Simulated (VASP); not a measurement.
Crystal: ZnCu.

```
Zn Cu
1.0
    -2.94500    0.00000    0.00000
     0.00000   -2.94500    0.00000
     0.00000    0.00000    2.94500
Zn Cu
1 1
Cartesian
  0.0000 0.0000 0.0000
  -1.4725 -1.4725 1.4725
```

| Quantity | Value |
| --- | --- |
| Program | VASP 6.6.1 |
| Task | relaxation of cell and atoms |
| Functional | r2SCAN |
| Potentials or basis | VASP PAW PBE potentials, release 64 (Zn, Cu) |
| Cutoff | 600 eV |
| k mesh | 14 × 14 × 14 |
| Occupations | gaussian, width 0.1 eV |
| Spin | no spin polarisation |

At the start: pressure -2.8 GPa; volume 12.77 Å³/atom.

Question: How do energy, volume and symmetry change on relaxing?

Answer: Over 4 steps the energy falls by 2.8 meV/atom and the volume is 12.48 Å³/atom (-2.2 %); space group Pm-3m (No. 221, to 0.05 Å).

Step by step:
```tsv
step	energy change (eV)	largest force (eV/Å)	pressure (GPa)	volume (Å³)
1	0.0000	0.0000	-2.80	25.54
2	-0.0047	0.0000	1.27	24.73
3	-0.0055	0.0000	0.13	24.94
4	-0.0055	0.0000	-0.03	24.97
```

Final structure:
```
CELL_PARAMETERS angstrom
-2.92283 0.00000 0.00000
0.00000 -2.92283 0.00000
0.00000 0.00000 2.92283
ATOMIC_POSITIONS crystal
Zn 0.00000 0.00000 0.00000
Cu 0.50000 0.50000 0.50000
```

Caveat: the PAW data sets were made with another functional, which shifts forces and pressure a little.
